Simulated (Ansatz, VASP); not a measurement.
CdS: VASP beside Ansatz

```
CELL_PARAMETERS angstrom
4.13480 0.04135 0.04135
-2.03159 3.56017 0.01513
0.06749 0.06749 6.74900
ATOMIC_POSITIONS crystal
Cd 0.33333 0.66667 0.00000
Cd 0.66667 0.33333 0.50000
S 0.33333 0.66667 0.38500
S 0.66667 0.33333 0.88500
```

Change from the starting cell: equal xy, yz and zx shear strains of +2 %.

Alike in both runs: task single point; functional PBE; k mesh 7 × 7 × 4; occupations fermi-dirac, width 0.01 eV; no spin polarisation.

|  | VASP | Ansatz |
| --- | --- | --- |
| version | VASP 6.6.1 | Ansatz 0.2.0 |
| potentials or method | VASP PAW PBE potentials, release 64 (Cd, S), cutoff 520 eV | all-electron LAPW, scalar-relativistic |

VASP gave:

* gap on the k mesh at the Fermi level (eV): 1.20
* pressure (GPa): 2.9
* traceless stress, the component that is largest in VASP (GPa): -1.57
* rms of the force components (eV/Å): 0.189

Task: What did Ansatz give for the same quantities?

Result: gap on the k mesh at the Fermi level (eV): 1.19; pressure (GPa): 2.6; traceless stress, the component that is largest in VASP (GPa): -1.52; rms of the force components (eV/Å): 0.184.

Atom by atom the forces differ by 0.006 eV/Å (rms over components). Ansatz ran all-electron here, and VASP with PAW potentials.
